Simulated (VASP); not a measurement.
A run of VASP 6.6.1:

Contents of POSCAR:

```
Ta3AsAu2O13
1.0
    5.2078749028      3.0067663595      4.0204630621
   -5.2078749028      3.0067663595      4.0204630621
    0.0000000000     -6.0135375715      4.0204594331
Ta As Au O
3 1 2 13
Direct
    0.2294119224      0.5706277707      0.2294119224
    0.2294119224      0.2294119224      0.5706277707
    0.5706277707      0.2294119224      0.2294119224
    0.5615965571      0.5615965571      0.5615965571
    0.9728662795      0.9728662795      0.9728662795
    0.7558942939      0.7558942939      0.7558942939
    0.4108838202      0.6663149988      0.4108838202
    0.4108838202      0.4108838202      0.6663149988
    0.6663149988      0.4108838202      0.4108838202
    0.4955725465      0.0107573553      0.3589464700
    0.3589464700      0.4955725465      0.0107573553
    0.0107573553      0.3589464700      0.4955725465
    0.3589464700      0.0107573553      0.4955725465
    0.0107573553      0.4955725465      0.3589464700
    0.4955725465      0.3589464700      0.0107573553
    0.1103055195      0.7490152194      0.1103055195
    0.1103055195      0.1103055195      0.7490152194
    0.7490152194      0.1103055195      0.1103055195
    0.3040796128      0.3040796128      0.3040796128
```

Contents of INCAR.step1:

```
SYSTEM = Ta3AsAu2O13
  ALGO = Normal
  EDIFF = 1E-4
  ENCUT = 520
  GGA = PE
  ISMEAR = -1
  LASPH = .TRUE.
  LCHARG = .FALSE.
  LREAL = Auto
  LWAVE = .TRUE.
  NBANDS = 84
  NELM = 100
  PREC = Accurate
  SIGMA = 0.05
```

File INCAR.step2:

```
SYSTEM = Ta3AsAu2O13
  ALGO = Normal
  EDIFF = 1E-6
  ENCUT = 520
  ISIF = 2
  ISMEAR = -1
  ISTART = 1
  LASPH = .TRUE.
  LCHARG = .TRUE.
  LELF = .TRUE.
  LMIXTAU = .TRUE.
  LREAL = Auto
  LVHAR = .TRUE.
  LWAVE = .FALSE.
  METAGGA = R2SCAN
  NBANDS = 84
  NELM = 100
  PREC = Accurate
  SIGMA = 0.05
```

File KPOINTS:

```
k-points
0
G
  3 3 3
  0 0 0
```

Potentials or basis: VASP PAW PBE potentials, release 64 (Ta_pv, As, Au, O).

Launch:

```console
$ cat potpaw_PBE.64/Ta_pv/POTCAR potpaw_PBE.64/As/POTCAR potpaw_PBE.64/Au/POTCAR potpaw_PBE.64/O/POTCAR > POTCAR
$ cp INCAR.step1 INCAR
$ mpirun -np 1 vasp_std > vasp.out
$ cp INCAR.step2 INCAR
$ mpirun -np 1 vasp_std > vasp.out
```

Hardware: 1 thread of Intel(R) Xeon(R) Platinum 8259CL CPU @ 2.50GHz (Skylake/Cascade Lake) (shared host).

Estimate the wall time of this run.

Wall time 16 min on 1 thread of Intel(R) Xeon(R) Platinum 8259CL CPU @ 2.50GHz (Skylake/Cascade Lake), on a shared host, peak memory 0.5 GiB. Counts: k points 6.
